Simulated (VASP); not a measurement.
A run of VASP 6.6.1 is set up as follows.

INCAR

```
SYSTEM = Rh
PREC     = Accurate       ! precision mode
ENCUT    = 500            ! plane-wave cutoff, eV
EDIFF    = 1E-6           ! SCF threshold, eV
ISMEAR   = 0              ! smearing method
SIGMA    = 0.15           ! smearing width, eV
LREAL    = .False.        ! projectors in reciprocal space
LASPH    = .True.         ! aspherical terms in the spheres
NELM     = 200            ! most SCF steps
ALGO     = Normal         ! electronic algorithm
ISIF     = 2              ! what is computed and relaxed
LWAVE    = .False.        ! write WAVECAR
LCHARG   = .False.        ! write CHGCAR
ISPIN    = 2              ! spin polarisation
MAGMOM   = 0.125 0.125    ! initial moments
LORBIT   = 11             ! projections on sites
NUPDOWN  = 0.25           ! fixed moment
LMAXMIX  = 4              ! l up to which the mixer works
GGA      = PE             ! functional
NBANDS   = 26             ! bands
GGA_COMPAT= .False.
```

KPOINTS

```
regular mesh
0
Gamma
  21 21 12
  0 0 0
```

Contents of POSCAR:

```
Rh
1.0
    2.7248648789      0.0000000000      0.0000000000
   -1.3624324395      2.3598022070      0.0000000000
    0.0000000000      0.0000000000      4.3851186793
Rh
2
Direct
    0.6666666667      0.3333333333      0.7500000000
    0.3333333333      0.6666666667      0.2500000000
```

Potentials or basis: VASP PAW PBE potentials, release 64 (Rh_pv).

Command:

```console
$ cat potpaw_PBE.64/Rh_pv/POTCAR > POTCAR
$ mpirun -np 1 vasp_std > vasp.out
```

Question: Predict the pressure.

Answer: 0.3 GPa.

Stress tensor (GPa, compression positive):
```
0.09 0.00 0.00
0.00 0.09 0.00
0.00 0.00 0.60
```

Caveat: the total moment is fixed, so each spin has its own Fermi level.
